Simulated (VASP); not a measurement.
Set up this calculation in VASP 6.6.1, as the native input.

```yaml
Task: single point
Functional: PBEsol
Potentials_or_basis: VASP PAW PBE potentials, release 64 (Al, Cu)
Cutoff: 520 eV
k_mesh: 12 × 12 × 8
Occupations: gaussian, width 0.1 eV
Spin: no spin polarisation
Dipole_correction: no
Further_INCAR_settings: ALGO = Fast; EDIFF = 1e-06; NBANDS = 24
```

The structure of Al3Cu2 lies in POSCAR:

```
Al3Cu2
1.0
    4.1805573135      0.0000000000      0.0000000000
   -2.0902786567      3.6204688354      0.0000000000
    0.0000000000      0.0000000000      5.0817428593
Al Cu
3 2
Direct
    0.0000000000      0.0000000000      0.0000000000
    0.3333333333      0.6666666667      0.3507658058
    0.6666666667      0.3333333333      0.6492341942
    0.3333333333      0.6666666667      0.8418295045
    0.6666666667      0.3333333333      0.1581704955
```

This cell differs from its parent crystal: equal strain along all axes, cell held: +2.0 %, then relaxed in part.

One way to write it, as run:

INCAR

```
  ALGO = Fast
  EDIFF = 1E-6
  ENCUT = 520
  GGA = PS
  ISIF = 2
  ISMEAR = 0
  LASPH = True
  LCHARG = False
  LREAL = False
  LWAVE = False
  NBANDS = 24
  NELM = 80
  PREC = Accurate
  SIGMA = 0.1
```

KPOINTS

```
k-points
0
Gamma
  12 12 8
```

Potentials or basis: VASP PAW PBE potentials, release 64 (Al, Cu).

Run with:

```console
$ cat potpaw_PBE.64/Al/POTCAR potpaw_PBE.64/Cu/POTCAR > POTCAR
$ mpirun -np 1 vasp_std > vasp.out
```

It gave:

```yaml
Pressure: -5.7 GPa
Largest_force: 0.003 eV/Å
Band_gap_on_the_k_mesh: zero (an odd number of electrons rules out a gap without spin polarisation)
```

Caveat: the cell differs from its parent crystal (equal strain along all axes, cell held: +2.0 %, then relaxed in part); the cell stands under tension; the PAW data sets were made with another functional, which shifts forces and pressure a little.

Wall time 2.3 min on 1 thread of AMD EPYC 9R45 96-Core Processor (Zen 5), with other jobs on the host, peak memory 0.31 GiB.
